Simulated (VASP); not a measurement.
# TiB (R-3m) in VASP: single point with PBEsol

Aim: the single point of TiB with PBEsol.

Everything below comes from runs of VASP 6.6.1. Logs are shortened: lines on timing, memory, paths and dates and some standing lists are left out, and cuts for length are marked.

### Step 1. The cell of the first run

The typed cell holds 6 atoms: a = 3.172 Å, b = 3.172 Å, c = 7.790 Å, α = 90.00°, β = 90.00°, γ = 120.00°.

### Step 2. Single point, PBEsol

INCAR reads:

```
SYSTEM = TiB
PREC = Accurate ; ENCUT = 520
EDIFF = 1E-6 ; ISMEAR = 0
SIGMA = 0.1 ; LREAL = .False.
LASPH = .True. ; NELM = 100
ALGO = Normal ; ISIF = 2
LWAVE = .False. ; LCHARG = .False.
GGA = PS ; NBANDS = 32
```

KPOINTS reads:

```
regular mesh
0
Gamma
  12 12 7
  0 0 0
```

POSCAR reads:

```
TiB
1.0
    3.1716055399      0.0000000000      0.0000000000
   -1.5858027699      2.7466909683      0.0000000000
    0.0000000000      0.0000000000      7.7898210660
Ti B
3 3
Direct
    0.0000000000      0.0000000000     -0.1250000131
    0.3333333333      0.6666666667      0.2083333203
    0.6666666667      0.3333333333      0.5416666536
    0.0000000000      0.0000000000      0.3750000131
    0.3333333333      0.6666666667      0.7083333464
    0.6666666667      0.3333333333      1.0416666797
```

Potentials or basis: VASP PAW PBE potentials, release 64 (Ti_sv, B).

Launch:

```
cat potpaw_PBE.64/Ti_sv/POTCAR potpaw_PBE.64/B/POTCAR > POTCAR
mpirun -np 1 vasp_std > vasp.out
```

OUTCAR:

```text
SYSTEM = TiB
   PREC = Accurate
   ENCUT = 520
   EDIFF = 1E-6
   ISMEAR = 0
   LREAL = .False.
   LASPH = .True.
   NELM = 100
   ISIF = 2
   GGA = PS

 ion  position               nearest neighbor table
   1  0.000  0.000  0.875-   5 2.24   5 2.24   5 2.24   6 2.24   6 2.24   6 2.24
   2  0.333  0.667  0.208-   6 2.24   6 2.24   6 2.24   4 2.24   4 2.24   4 2.24
   3  0.667  0.333  0.542-   4 2.24   4 2.24   4 2.24   5 2.24   5 2.24   5 2.24
   4  0.000  0.000  0.375-   3 2.24   3 2.24   3 2.24   2 2.24   2 2.24   2 2.24
   5  0.333  0.667  0.708-   1 2.24   1 2.24   1 2.24   3 2.24   3 2.24   3 2.24
   6  0.667  0.333  0.042-   2 2.24   2 2.24   2 2.24   1 2.24   1 2.24   1 2.24

  LATTYP: Found a hexagonal cell.
 ALAT       =     3.1716055399
 C/A-ratio  =     2.4561128324

  Lattice vectors:

 A1 = (   3.1716055399,   0.0000000000,   0.0000000000)
 A2 = (  -1.5858027699,   2.7466909683,   0.0000000000)
 A3 = (   0.0000000000,   0.0000000000,   7.7898210660)

Analysis of symmetry for initial positions (statically):
=====================================================================
 Subroutine PRICEL returns following result:

  LATTYP: Found a trigonal (rhomboedric) cell.
 ALAT       =     3.1773251741
 COS(alpha) =     0.5017985211

  Lattice vectors:

 A1 = (   1.5858027698,  -0.9155636560,   2.5966070225)
 A2 = (  -0.0000000001,   1.8311273123,   2.5966070225)
 A3 = (  -1.5858027696,  -0.9155636563,   2.5966070210)

   3 primitive cells build up your supercell.

 Routine SETGRP: Setting up the symmetry group for a
 hexagonal supercell.

 Subroutine GETGRP returns: Found 12 space group operations
 (whereof  6 operations were pure point group operations)
 out of a pool of 24 trial point group operations.

The static configuration has the point symmetry C_3v.
 The point group associated with its full space group is D_3d.

Analysis of symmetry for dynamics (positions and initial velocities):
=====================================================================
 Subroutine PRICEL returns following result:

  LATTYP: Found a trigonal (rhomboedric) cell.
 ALAT       =     3.1773251741
 COS(alpha) =     0.5017985211

  Lattice vectors:

 A1 = (   1.5858027698,  -0.9155636560,   2.5966070225)
 A2 = (  -0.0000000001,   1.8311273123,   2.5966070225)
 A3 = (  -1.5858027696,  -0.9155636563,   2.5966070210)

   3 primitive cells build up your supercell.

 Routine SETGRP: Setting up the symmetry group for a
 hexagonal supercell.

 Subroutine GETGRP returns: Found 12 space group operations
 (whereof  6 operations were pure point group operations)
 out of a pool of 24 trial point group operations.

The dynamic configuration has the point symmetry C_3v.
 The point group associated with its full space group is D_3d.

 Subroutine INISYM returns: Found 12 space group operations
 (whereof  6 operations are pure point group operations),
 and found     3 'primitive' translations

----------------------------------------------------------------------------------------

                                     Primitive cell

  volume of cell :      22.6201

  direct lattice vectors                    reciprocal lattice vectors
     1.585802770 -0.915563656  2.596607023     0.315297721 -0.182037224  0.128372653
    -0.000000000  1.831127312  2.596607023    -0.000000000  0.364074449  0.128372653
    -1.585802770 -0.915563656  2.596607021    -0.315297722 -0.182037224  0.128372653

  length of vectors
     3.177325174  3.177325174  3.177325173     0.386043705  0.386043705  0.386043705

  position of ions in fractional coordinates (direct lattice)
     0.874999987  0.874999987  0.874999987
     0.375000013  0.375000013  0.375000013

  ion indices of the primitive-cell ions
   primitive index   ion index
                 1           1
                 2           4

----------------------------------------------------------------------------------------

 KPOINTS: regular mesh

Automatic generation of k-mesh.
 Grid dimensions read from file:
 generate k-points for:   12   12    7

 Generating k-lattice:

  Cartesian coordinates                     Fractional coordinates (reciprocal lattice)
     0.026274810  0.015169769  0.000000000     0.083333333  0.000000000  0.000000000
     0.000000000  0.030339537  0.000000000     0.000000000  0.083333333  0.000000000
     0.000000000  0.000000000  0.018338950     0.000000000  0.000000000  0.142857143

  Length of vectors
     0.030339537  0.030339537  0.018338950

  Shift w.r.t. Gamma in fractional coordinates (k-lattice)
     0.000000000  0.000000000  0.000000000

 Subroutine IBZKPT returns following result:
 ===========================================

 Found    112 irreducible k-points:

 Following reciprocal coordinates:
            Coordinates               Weight
  0.000000  0.000000  0.000000      1.000000
  0.083333  0.000000  0.000000      6.000000
  0.166667  0.000000  0.000000      6.000000
  0.250000  0.000000  0.000000      6.000000
  0.333333  0.000000  0.000000      6.000000
  0.416667 -0.000000  0.000000      6.000000
[... 16 lines left out ...]
  0.166667  0.000000  0.142857      6.000000
  0.000000  0.166667  0.142857      6.000000
 [... further k-points ...]
   k-points           NKPTS =    112   k-points in BZ     NKDIM =    112   number of bands    NBANDS=     32
   number of dos      NEDOS =    301   number of ions     NIONS =      6
   total plane-waves  NPLWV =  34560
   dimension x,y,z NGX =    24 NGY =   24 NGZ =   60
   dimension x,y,z NGXF=    48 NGYF=   48 NGZF=  120
   ions per type =               3   3
   NGX,Y,Z   is equivalent  to a cutoff of  12.58, 12.58, 12.80 a.u.
   NGXF,Y,Z  is equivalent  to a cutoff of  25.16, 25.16, 25.61 a.u.
 SYSTEM =  TiB
   PREC   = accura    normal or accurate (medium, high low for compatibility)
   ISTART =      0    job   : 0-new  1-cont  2-samecut
   ICHARG =      2    charge: 1-file 2-atom 10-const
   ISPIN  =      1    spin polarized calculation?
   LNONCOLLINEAR =      F non collinear calculations
   LSORBIT =      F    spin-orbit coupling
   LASPH  =      T    aspherical Exc in radial PAW
   ENCUT  =  520.0 eV  38.22 Ry    6.18 a.u.   5.90  5.90 14.48*2*pi/ulx,y,z
   NELM   =    100;   NELMIN=  2; NELMDL= -5     # of ELM steps
   EDIFF  = 0.1E-05   stopping-criterion for ELM
   LREAL  =      F    real-space projection
   EDIFFG = 0.1E-04   stopping-criterion for IOM
   NSW    =      0    number of steps for IOM
   IBRION =     -1    ionic relax: 0-MD 1-quasi-New 2-CG
   NFREE  =      0    steps in history (QN), initial steepest desc. (CG)
   ISIF   =      2    stress and relaxation
   ISYM   =      2    0-nonsym 1-usesym 2-fastsym
   POTIM  = 0.5000    time-step for ionic-motion
   TEBEG  =    0.0;   TEEND  =   0.0 temperature during run
   PSTRESS=    0.0 pullay stress
   NELECT =      45.0000    total number of electrons
   NUPDOWN=      -1.0000    fix difference up-down
   EMIN   =  10.00;   EMAX   =-10.00  energy-range for DOS
   EFERMI =   0.00;   METHOD = LEGACY
   ISMEAR =     0;   SIGMA  =   0.10  broadening in eV -4-tet -1-fermi 0-gaus
   EFERMI_NEDOS =   21; number of points for ismear=-14 and -15
   IALGO  =     38    algorithm
   IMIX   =      4    mixing-type and parameters
     AMIX     =   0.40;   BMIX     =  1.00
     AMIX_MAG =   1.60;   BMIX_MAG =  1.00
  volume/ion in A,a.u.               =      11.31        76.32
  Fermi-wavevector in a.u.,A,eV,Ry     =   1.427601  2.697775 27.729282  2.038045
  Thomas-Fermi vector in A             =   2.547753
   LORBIT       =      0    0 simple, 1 ext, 2 COOP (PROOUT), +10 PAW based schemes
   GGA     = PS    functional components
   LHFCALC =     F    Hartree Fock is set to
   AEXX    =    0.0000 exact exchange contribution
   IVDW    =     0    specifies the selected vdW correction
   LEPSILON=     F    determine dielectric tensor
   LRPA    =     F    only Hartree local field effects (RPA)
 non-spin polarized calculation
 Gauss-broadening in eV      SIGMA  =   0.10
  energy-cutoff  :      520.00
  volume of cell :       67.86
 maximum number of plane-waves:      1842
   NGX = 11   NGY = 11   NGZ = 29

 number of electron      45.0000019 magnetization

 Free energy of the ion-electron system (eV)
  ---------------------------------------------------
  ext. energy  EPLUGINS =         0.00000000
  ---------------------------------------------------
  free energy    TOTEN  =       -48.19591277 eV

  energy without entropy =      -48.17885423  energy(sigma->0) =      -48.18738350

 E-fermi :   7.3405     XC(G=0): -12.1801

 val. band max:        7.3395114764   @ k =   0.1667   0.0833   0.0000
 cond. band min:       7.3420190506   @ k =   0.0000   0.2500   0.2857
 fundamental gap:      0.0025075742
 Fermi energy:         7.3404788476

 k-point     1 :       0.0000    0.0000    0.0000
  band No.  band energies     occupation
      1     -48.1242      2.00000
      2     -48.0892      2.00000
      3     -48.0892      2.00000
      4     -24.5972      2.00000
      5     -24.5972      2.00000
      6     -24.3631      2.00000
[... 24 lines left out ...]
     31      11.9316      0.00000
     32      11.9594      0.00000

 k-point     2 :       0.0833    0.0000    0.0000
  band No.  band energies     occupation
      1     -48.1214      2.00000
      2     -48.0874      2.00000
      3     -48.0874      2.00000
      4     -24.5941      2.00000
      5     -24.5934      2.00000
      6     -24.3864      2.00000
[... 24 lines left out ...]
     31      12.0022      0.00000
     32      12.1714      0.00000
[... 733 lines left out ...]
     31      12.1357      0.00000
     32      12.3329      0.00000

 k-point    24 :       0.0000    0.1667    0.1429
  band No.  band energies     occupation
      1     -48.1127      2.00000
      2     -48.0880      2.00000
      3     -48.0780      2.00000
      4     -24.6134      2.00000
      5     -24.5515      2.00000
      6     -24.4385      2.00000
[... 24 lines left out ...]
     31      11.9785      0.00000
     32      12.3110      0.00000

 [... further k-points ...]
[... 5 lines left out ...]
  --------------------------------------------------------------------------------------
  -------------------------------------------------------------------------------------
  Total        0.0303260      0.0303260      0.0360445      0.0000000      0.0000000     -0.0000000
  in kB        0.7159944      0.7159944      0.8510067      0.0000000      0.0000000     -0.0000000
  external PRESSURE =       0.7609985 kB  Pullay stress =       0.0000000 kB

 VOLUME and BASIS-vectors are now :
 -----------------------------------------------------------------------------
  energy-cutoff  :      520.00
  volume of cell :       67.86
      direct lattice vectors                 reciprocal lattice vectors
     3.171605540  0.000000000  0.000000000     0.315297721  0.182037224  0.000000000
    -1.585802770  2.746690968  0.000000000     0.000000000  0.364074449  0.000000000
     0.000000000  0.000000000  7.789821066     0.000000000  0.000000000  0.128372653

 POSITION                                       TOTAL-FORCE (eV/Angst)
 -----------------------------------------------------------------------------------
      0.00000      0.00000      6.81609         0.000000     -0.000000      0.000000
     -0.00000      1.83113      1.62288        -0.000000     -0.000000      0.000000
      1.58580      0.91556      4.21949        -0.000000      0.000000     -0.000000
      0.00000      0.00000      2.92118        -0.000000      0.000000     -0.000000
     -0.00000      1.83113      5.51779        -0.000000      0.000000      0.000000
      1.58580      0.91556      0.32458        -0.000000      0.000000     -0.000000
 -----------------------------------------------------------------------------------
    total drift:                                0.000000     -0.000000     -0.000015

  FREE ENERGIE OF THE ION-ELECTRON SYSTEM (eV)
  ---------------------------------------------------
  free  energy   TOTEN  =       -48.1959127695 eV

  energy  without entropy=      -48.1788542296  energy(sigma->0) =      -48.18738350
```

Wall time 84 s (1 thread of Intel Xeon 6975P-C (Granite Rapids), shared host); peak memory 0.3 GiB.

Results:

```yaml
Free_energy: -48.1959 eV
Pressure: 0.1 GPa
```

Levels at points of the mesh, in eV from the Fermi level:
```tsv
k point	band 21	band 22	band 23	band 24	band 25	band 26
(0.00, 0.00, 0.00)	-0.55	1.43	1.45	1.45	2.37	2.37
(0.50, 0.00, 0.00)	-0.70	-0.59	-0.59	2.21	2.24	3.12
```

Caveat: the PAW data sets were made with another functional, which shifts forces and pressure a little.
